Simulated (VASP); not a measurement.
Here is a VASP 6.6.1 calculation.

The input INCAR:

```
PREC = Accurate
ENCUT = 520
EDIFF = 1E-6
ISMEAR = 0
SIGMA = 0.1
LREAL = False
LASPH = True
NELM = 60
ALGO = Normal
ISIF = 2
LWAVE = False
LCHARG = False
GGA = PE
NBANDS = 22
```

Contents of KPOINTS:

```
regular mesh
0
Gamma
  6 6 4
```

The input POSCAR:

```
ScGaN
1.0
    3.5198457005     -0.0000000026      0.0000000000
   -1.7599228480      3.0482757954      0.0000000000
    0.0000000000      0.0000000000      5.0711152956
Sc Ga N
1 1 1
Direct
    0.6666666667      0.3333333333      0.5000000000
    0.0000000000      0.0000000000      0.0000000000
    0.3333333333      0.6666666667      0.5000000000
```

Potentials or basis: VASP PAW PBE potentials, release 64 (Sc_sv, Ga_d, N).

Launch:

```console
$ cat potpaw_PBE.64/Sc_sv/POTCAR potpaw_PBE.64/Ga_d/POTCAR potpaw_PBE.64/N/POTCAR > POTCAR
$ mpirun -np 1 vasp_std > vasp.out
```

(1) What does it give for the pressure?

## Answers

(1) 0.4 GPa.
